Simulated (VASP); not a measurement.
# HfN (I4mm) in VASP: a series of runs

HfN is run at these levels: PBE; tasks: single point.

Everything below comes from runs of VASP 6.6.1. Logs are shortened: lines on timing, memory, paths and dates and some standing lists are left out, and cuts for length are marked.

## Step 1: The cell of the first run

Symmetry: I4mm, No. 107, tetragonal system. Conventional cell: a = 3.216 Å, b = 3.216 Å, c = 4.760 Å, α = 90.00°, β = 90.00°, γ = 90.00°. Hf (site symmetry 4mm) has 6 N at 2.27 to 2.40 Å within 3.0 Å. Within 3.0 Å of N (site symmetry 4mm) lie 6 Hf at 2.27 to 2.40 Å.

## Step 2: Single point, PBE (mode 5 frozen in at -0.019 Å, normal strain along y +0.0467)

Contents of INCAR:

```
  ALGO = Normal
  EDIFF = 1E-6
  ENCUT = 520
  GGA = PE
  ISIF = 2
  ISMEAR = 0
  LASPH = T
  LCHARG = F
  LREAL = F
  LWAVE = F
  NBANDS = 14
  NELM = 60
  PREC = Accurate
  SIGMA = 0.15
```

Contents of KPOINTS:

```
k-points
0
Gamma
  16 16 16
```

Contents of POSCAR:

```
HfN
1.0
    0.0000000000      2.3800011571      2.2738140414
    2.2738140414      0.0000000000      2.2738140414
    2.2738140414      2.3800011571      0.0000000000
Hf N
1 1
Direct
    0.0003347749     -0.0003347749      0.0003347749
    0.4957340399      0.5042659601      0.4957340399
```

Potentials or basis: VASP PAW PBE potentials, release 64 (Hf_pv, N).

The run is started by

```
$ cat potpaw_PBE.64/Hf_pv/POTCAR potpaw_PBE.64/N/POTCAR > POTCAR
$ mpirun -np 1 vasp_std > vasp.out
```

OUTCAR:

```text
EDIFF = 1E-6
   ENCUT = 520
   GGA = PE
   ISIF = 2
   ISMEAR = 0
   LASPH = T
   LREAL = F
   NELM = 60
   PREC = Accurate

 ion  position               nearest neighbor table
   1  0.000  1.000  0.000-   2 2.27   2 2.27   2 2.27   2 2.27   2 2.36   2 2.40
   2  0.496  0.504  0.496-   1 2.27   1 2.27   1 2.27   1 2.27   1 2.36   1 2.40

  LATTYP: Found a body centered tetragonal cell.
 ALAT       =     3.2156586557
 C/A-ratio  =     1.4802573357

  Lattice vectors:

 A1 = (   0.0000000000,  -2.3800011571,   2.2738140414)
 A2 = (   0.0000000000,  -2.3800011571,  -2.2738140414)
 A3 = (   2.2738140414,   2.3800011571,   0.0000000000)

Analysis of symmetry for initial positions (statically):
=====================================================================
 Subroutine PRICEL returns:
 Original cell was already a primitive cell.

 Routine SETGRP: Setting up the symmetry group for a
 body centered tetragonal supercell.

 Subroutine GETGRP returns: Found  8 space group operations
 (whereof  8 operations were pure point group operations)
 out of a pool of 16 trial point group operations.

The static configuration has the point symmetry C_4v.

Analysis of symmetry for dynamics (positions and initial velocities):
=====================================================================
 Subroutine PRICEL returns:
 Original cell was already a primitive cell.

 Routine SETGRP: Setting up the symmetry group for a
 body centered tetragonal supercell.

 Subroutine GETGRP returns: Found  8 space group operations
 (whereof  8 operations were pure point group operations)
 out of a pool of 16 trial point group operations.

The dynamic configuration has the point symmetry C_4v.

 Subroutine INISYM returns: Found  8 space group operations
 (whereof  8 operations are pure point group operations),
 and found     1 'primitive' translations

----------------------------------------------------------------------------------------

                                     Primitive cell

  volume of cell :      24.6103

  direct lattice vectors                    reciprocal lattice vectors
     0.000000000  2.380001157  2.273814041    -0.219894851  0.210083931  0.219894851
     2.273814041  0.000000000  2.273814041     0.219894851 -0.210083931  0.219894851
     2.273814041  2.380001157  0.000000000     0.219894851  0.210083931 -0.219894851

  length of vectors
     3.291600796  3.215658656  3.291600796     0.375290220  0.375290220  0.375290220

  position of ions in fractional coordinates (direct lattice)
     0.000334775  0.999665225  0.000334775
     0.495734040  0.504265960  0.495734040

  ion indices of the primitive-cell ions
   primitive index   ion index
                 1           1
                 2           2

----------------------------------------------------------------------------------------

 KPOINTS: k-points

Automatic generation of k-mesh.
 Grid dimensions read from file:
 generate k-points for:   16   16   16

 Generating k-lattice:

  Cartesian coordinates                     Fractional coordinates (reciprocal lattice)
    -0.013743428  0.013130246  0.013743428     0.062500000  0.000000000  0.000000000
     0.013743428 -0.013130246  0.013743428     0.000000000  0.062500000  0.000000000
     0.013743428  0.013130246 -0.013743428     0.000000000  0.000000000  0.062500000

  Length of vectors
     0.023455639  0.023455639  0.023455639

  Shift w.r.t. Gamma in fractional coordinates (k-lattice)
     0.000000000  0.000000000  0.000000000

 Subroutine IBZKPT returns following result:
 ===========================================

 Found    349 irreducible k-points:

 Following reciprocal coordinates:
            Coordinates               Weight
  0.000000  0.000000  0.000000      1.000000
  0.062500  0.000000  0.000000      8.000000
  0.125000  0.000000  0.000000      8.000000
  0.187500  0.000000  0.000000      8.000000
  0.250000  0.000000  0.000000      8.000000
  0.312500  0.000000 -0.000000      8.000000
[... 16 lines left out ...]
 -0.125000  0.062500 -0.000000     16.000000
 -0.062500  0.062500 -0.000000      8.000000
 [... further k-points ...]
   k-points           NKPTS =    349   k-points in BZ     NKDIM =    349   number of bands    NBANDS=     14
   number of dos      NEDOS =    301   number of ions     NIONS =      2
   total plane-waves  NPLWV =  13824
   dimension x,y,z NGX =    24 NGY =   24 NGZ =   24
   dimension x,y,z NGXF=    48 NGYF=   48 NGZF=   48
   ions per type =               1   1
   NGX,Y,Z   is equivalent  to a cutoff of  12.12, 12.41, 12.12 a.u.
   NGXF,Y,Z  is equivalent  to a cutoff of  24.24, 24.82, 24.24 a.u.
 SYSTEM =  unknown system
   PREC   = accura    normal or accurate (medium, high low for compatibility)
   ISTART =      0    job   : 0-new  1-cont  2-samecut
   ICHARG =      2    charge: 1-file 2-atom 10-const
   ISPIN  =      1    spin polarized calculation?
   LNONCOLLINEAR =      F non collinear calculations
   LSORBIT =      F    spin-orbit coupling
   LASPH  =      T    aspherical Exc in radial PAW
   ENCUT  =  520.0 eV  38.22 Ry    6.18 a.u.   6.12  5.98  6.12*2*pi/ulx,y,z
   NELM   =     60;   NELMIN=  2; NELMDL= -5     # of ELM steps
   EDIFF  = 0.1E-05   stopping-criterion for ELM
   LREAL  =      F    real-space projection
   EDIFFG = 0.1E-04   stopping-criterion for IOM
   NSW    =      0    number of steps for IOM
   IBRION =     -1    ionic relax: 0-MD 1-quasi-New 2-CG
   NFREE  =      0    steps in history (QN), initial steepest desc. (CG)
   ISIF   =      2    stress and relaxation
   ISYM   =      2    0-nonsym 1-usesym 2-fastsym
   POTIM  = 0.5000    time-step for ionic-motion
   TEBEG  =    0.0;   TEEND  =   0.0 temperature during run
   PSTRESS=    0.0 pullay stress
   NELECT =      15.0000    total number of electrons
   NUPDOWN=      -1.0000    fix difference up-down
   EMIN   =  10.00;   EMAX   =-10.00  energy-range for DOS
   EFERMI =   0.00;   METHOD = LEGACY
   ISMEAR =     0;   SIGMA  =   0.15  broadening in eV -4-tet -1-fermi 0-gaus
   EFERMI_NEDOS =   21; number of points for ismear=-14 and -15
   IALGO  =     38    algorithm
   IMIX   =      4    mixing-type and parameters
     AMIX     =   0.40;   BMIX     =  1.00
     AMIX_MAG =   1.60;   BMIX_MAG =  1.00
  volume/ion in A,a.u.               =      12.31        83.04
  Fermi-wavevector in a.u.,A,eV,Ry     =   1.388032  2.623001 26.213442  1.926634
  Thomas-Fermi vector in A             =   2.512197
   LORBIT       =      0    0 simple, 1 ext, 2 COOP (PROOUT), +10 PAW based schemes
   GGA     = PE    functional components
   LHFCALC =     F    Hartree Fock is set to
   AEXX    =    0.0000 exact exchange contribution
   IVDW    =     0    specifies the selected vdW correction
   LEPSILON=     F    determine dielectric tensor
   LRPA    =     F    only Hartree local field effects (RPA)
 non-spin polarized calculation
 Gauss-broadening in eV      SIGMA  =   0.15
  energy-cutoff  :      520.00
  volume of cell :       24.61
 maximum number of plane-waves:       676
   NGX = 13   NGY = 11   NGZ = 13

 number of electron      15.0000000 magnetization

 Free energy of the ion-electron system (eV)
  ---------------------------------------------------
  ext. energy  EPLUGINS =         0.00000000
  ---------------------------------------------------
  free energy    TOTEN  =       -21.66826773 eV

  energy without entropy =      -21.66037552  energy(sigma->0) =      -21.66432162

 E-fermi :   7.8291     XC(G=0): -12.3888

 val. band max:        7.8033239356   @ k =   0.5000   0.2500   0.1250
 cond. band min:       7.8298493887   @ k =   0.1875   0.4375   0.0625
 fundamental gap:      0.0265254532
 Fermi energy:         7.8291093317

 k-point     1 :       0.0000    0.0000    0.0000
  band No.  band energies     occupation
      1     -23.6333      2.00000
      2     -23.5629      2.00000
      3     -23.5629      2.00000
      4      -9.3183      2.00000
      5       4.7534      2.00000
      6       4.9147      2.00000
      7       4.9147      2.00000
      8       7.1917      2.00000
      9       7.6769      1.84874
     10       7.6769      1.84874
     11       8.4027      0.00000
     12       9.9419      0.00000
     13       9.9683      0.00000
     14      17.2403      0.00000

 k-point     2 :       0.0625    0.0000    0.0000
  band No.  band energies     occupation
      1     -23.6468      2.00000
      2     -23.5841      2.00000
      3     -23.5647      2.00000
      4      -9.2396      2.00000
      5       4.4181      2.00000
      6       4.6330      2.00000
      7       4.7038      2.00000
      8       7.3390      2.00000
      9       7.7591      1.49100
     10       7.7857      1.31784
     11       8.7116      0.00000
     12      10.2291      0.00000
     13      10.2391      0.00000
     14      17.5236      0.00000

 k-point     3 :       0.1250    0.0000    0.0000
  band No.  band energies     occupation
      1     -23.7119      2.00000
      2     -23.6166      2.00000
      3     -23.5696      2.00000
      4      -9.0125      2.00000
      5       3.5653      2.00000
      6       4.1046      2.00000
      7       4.2034      2.00000
      8       7.6498      1.90910
      9       7.9512      0.24978
     10       8.0819      0.01714
     11       9.4817      0.00000
     12      10.9416      0.00000
     13      10.9783      0.00000
     14      18.3062      0.00000

 k-point     4 :       0.1875    0.0000    0.0000
  band No.  band energies     occupation
      1     -23.8328      2.00000
      2     -23.6386      2.00000
      3     -23.5770      2.00000
      4      -8.6637      2.00000
      5       2.5613      2.00000
      6       3.5209      2.00000
      7       3.6145      2.00000
      8       7.9461      0.26996
      9       8.3843      0.00000
     10       8.5304      0.00000
     11      10.4337      0.00000
     12      11.8645      0.00000
     13      11.9911      0.00000
     14      19.3639      0.00000

 k-point     5 :       0.2500    0.0000    0.0000
  band No.  band energies     occupation
      1     -23.9765      2.00000
      2     -23.6589      2.00000
      3     -23.5856      2.00000
      4      -8.2337      2.00000
      5       1.5724      2.00000
      6       2.9787      2.00000
      7       3.0561      2.00000
      8       8.3009      0.00001
      9       9.0279      0.00000
     10       9.1031      0.00000
     11      11.3945      0.00000
[... 276 lines left out ...]
 k-point    22 :      -0.1875    0.0625   -0.0000
  band No.  band energies     occupation
      1     -23.8831      2.00000
      2     -23.6424      2.00000
      3     -23.5988      2.00000
      4      -8.5052      2.00000
      5       2.1002      2.00000
      6       3.1740      2.00000
      7       3.6304      2.00000
      8       7.9728      0.17541
      9       8.3437      0.00000
     10       9.2558      0.00000
     11      11.0455      0.00000
     12      11.5447      0.00000
     13      12.8459      0.00000
     14      19.7485      0.00000

 k-point    23 :      -0.1250    0.0625   -0.0000
  band No.  band energies     occupation
      1     -23.7617      2.00000
      2     -23.6156      2.00000
      3     -23.5907      2.00000
      4      -8.8665      2.00000
      5       3.0063      2.00000
      6       3.7215      2.00000
      7       4.1764      2.00000
      8       7.6936      1.79869
      9       7.9342      0.32183
     10       8.6621      0.00000
     11      10.1684      0.00000
     12      10.6403      0.00000
     13      11.8185      0.00000
     14      18.8317      0.00000

 k-point    24 :      -0.0625    0.0625   -0.0000
  band No.  band energies     occupation
      1     -23.6814      2.00000
      2     -23.5874      2.00000
      3     -23.5828      2.00000
      4      -9.1214      2.00000
      5       3.8381      2.00000
      6       4.2668      2.00000
      7       4.5967      2.00000
      8       7.4209      1.99988
      9       7.7634      1.46417
     10       8.1748      0.00112
     11       9.3538      0.00000
     12      10.1313      0.00000
     13      10.8956      0.00000
     14      17.9563      0.00000

 [... further k-points ...]
[... 5 lines left out ...]
  --------------------------------------------------------------------------------------
  -------------------------------------------------------------------------------------
  Total       -1.0416349     -3.4025093     -1.0416349      0.0000000     -0.0000000      0.0000000
  in kB      -67.8123927   -221.5097495    -67.8123927      0.0000000     -0.0000000      0.0000000
  external PRESSURE =    -119.0448450 kB  Pullay stress =       0.0000000 kB

 VOLUME and BASIS-vectors are now :
 -----------------------------------------------------------------------------
  energy-cutoff  :      520.00
  volume of cell :       24.61
      direct lattice vectors                 reciprocal lattice vectors
     0.000000000  2.380001157  2.273814041    -0.219894851  0.210083931  0.219894851
     2.273814041  0.000000000  2.273814041     0.219894851 -0.210083931  0.219894851
     2.273814041  2.380001157  0.000000000     0.219894851  0.210083931 -0.219894851

 POSITION                                       TOTAL-FORCE (eV/Angst)
 -----------------------------------------------------------------------------------
      2.27381      0.00159      2.27381         0.000000     -0.129516      0.000000
      2.27381      2.35970      2.27381         0.000000      0.129516      0.000000
 -----------------------------------------------------------------------------------
    total drift:                                0.000000     -0.000154      0.000000

  FREE ENERGIE OF THE ION-ELECTRON SYSTEM (eV)
  ---------------------------------------------------
  free  energy   TOTEN  =       -21.6682677272 eV

  energy  without entropy=      -21.6603755193  energy(sigma->0) =      -21.66432162
```

It took 36 s on 1 thread of Intel Xeon 6975P-C, shared host; peak memory 0.24 GiB.

What came out:

```
Free energy   : -21.6683 eV
Pressure      : -11.9 GPa
Largest force : 0.130 eV/Å
```

Forces on the atoms (eV/Å):
```
Hf   0.000 -0.130  0.000
N    0.000  0.130  0.000
```

Stress tensor (GPa, compression positive):
```
 -6.78   0.00   0.00
  0.00 -22.15   0.00
  0.00   0.00  -6.78
```

Levels at points of the mesh, in eV from the Fermi level:
```tsv
k point	band 4	band 5	band 6	band 7	band 8	band 9	band 10	band 11	band 12	band 13
(0.00, 0.00, 0.00)	-17.15	-3.08	-2.91	-2.91	-0.64	-0.15	-0.15	0.57	2.11	2.14
(0.50, 0.00, 0.00)	-14.76	-8.53	-5.91	-5.88	2.97	3.25	3.54	4.05	7.43	8.58
(0.50, 0.50, 0.00)	-16.07	-5.27	-3.79	-3.76	-3.46	3.50	4.69	5.09	5.33	7.37
(0.50, 0.00, 0.50)	-16.12	-5.67	-3.53	-3.53	-3.47	3.75	4.87	4.99	4.99	6.91
```

Caveat: the cell differs from its parent crystal (mode 5 frozen in at -0.019 Å, normal strain along y +0.0467); spin-orbit coupling is left out, which moves the levels of the heavy elements.

(Continued in part 2 of 2.)
